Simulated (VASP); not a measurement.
A run of VASP 6.6.1 is set up as follows.

Contents of INCAR:

```
  PREC = Accurate
  ENCUT = 520
  EDIFF = 1E-7
  ISMEAR = -1
  SIGMA = 0.05
  LREAL = False
  LASPH = True
  NELM = 150
  ALGO = Normal
  ISIF = 2
  LWAVE = False
  LCHARG = False
  ISPIN = 2
  MAGMOM = 1 0
  LORBIT = 11
  LMAXMIX = 4
  GGA = CA
  NBANDS = 19
```

Contents of KPOINTS:

```
regular mesh
0
Gamma
  11 11 11
```

Contents of POSCAR:

```
NiO
1.0
    0.0000000000      2.1133508634      2.1133508634
    2.1133508634      0.0000000000      2.1133508634
    2.1133508634      2.1133508634      0.0000000000
Ni O
1 1
Direct
    0.0000000000      0.0000000000      0.0000000000
    0.5000000000      0.5000000000      0.5000000000
```

Potentials or basis: VASP PAW LDA potentials, release 64 (Ni, O).

The run is started by

```bash
$ cat potpaw_LDA.64/Ni/POTCAR potpaw_LDA.64/O/POTCAR > POTCAR
$ mpirun -np 1 vasp_std > vasp.out
```

Q: Predict the net moment.

A: 0.22 μB per cell.

Q: What does it give for the pressure?

A: -25.6 GPa.

Q: Predict the site moments.

A: Ni +0.19; O +0.03 μB.
